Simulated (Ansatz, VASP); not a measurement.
# One calculation of Ag, two programs

The input INCAR:

```
PREC     = Accurate       # precision mode
ENCUT    = 400            # plane-wave cutoff, eV
EDIFF    = 1E-8           # SCF threshold, eV
ISMEAR   = -1             # smearing method
SIGMA    = 0.05           # smearing width, eV
LREAL    = F              # projectors in reciprocal space
LASPH    = T              # aspherical terms in the spheres
NELM     = 120            # most SCF steps
ALGO     = Normal         # electronic algorithm
ISIF     = 2              # what is computed and relaxed
LWAVE    = F              # write WAVECAR
LCHARG   = F              # write CHGCAR
GGA      = PE             # functional
LEFG     = T            
NBANDS   = 12             # bands
GGA_COMPAT= F
```

The input KPOINTS:

```
Automatic mesh
0
Gamma
  15 15 15
```

File POSCAR:

```
Ag
1.0
    0.0000000000      2.0431000000      2.1043930000
    2.0431000000      0.0000000000      2.1043930000
    2.0431000000      2.0431000000      0.0000000000
Ag
1
Direct
    0.0000000000      0.0000000000      0.0000000000
```

Input for Ansatz:

```yaml
crystal:
  lattice:
    - [0.0, 2.0431, 2.104393]
    - [2.0431, 0.0, 2.104393]
    - [2.0431, 2.0431, 0.0]
  atoms:
    - { symbol: Ag, position: [0.0, 0.0, 0.0] }
kpoints:
  mp_grid: { grid: [15, 15, 15] }
scf:
  occupations: { method: fermi_dirac, width: 0.05 }
hamiltonian:
  xc: pbe
  pseudopotentials: { kind: all_electron, datasets: crystal }
output:
  forces: true
  stress: true
  eigenvalues: true
  efg: { contact_densities: true }
```

Change from the starting cell: zz strain of +3 %, crystal datasets.

Alike in both runs: task electric field gradients; functional PBE; k mesh 15 × 15 × 15; occupations fermi-dirac, width 0.05 eV; no spin polarisation.

|  | VASP | Ansatz |
| --- | --- | --- |
| version | VASP 6.6.1 | Ansatz 0.2.0 |
| potentials or method | VASP PAW PBE potentials, release 64 (Ag), cutoff 400 eV | all-electron PAW with datasets made for the crystal, scalar-relativistic |

VASP gave:

| Property | Result |
| --- | --- |
| pressure (GPa) | 1.0 |
| traceless stress, the component that is largest in VASP (GPa) | -0.39 |
| size of Vzz on the site where it differs most (V/Å²) | 0.4 |

Which values does Ansatz return?

Pressure (GPa): 1.4; traceless stress, the component that is largest in VASP (GPa): -0.41; size of Vzz on the site where it differs most (V/Å²): 1.4.

Ansatz ran all-electron here, and VASP with PAW potentials.
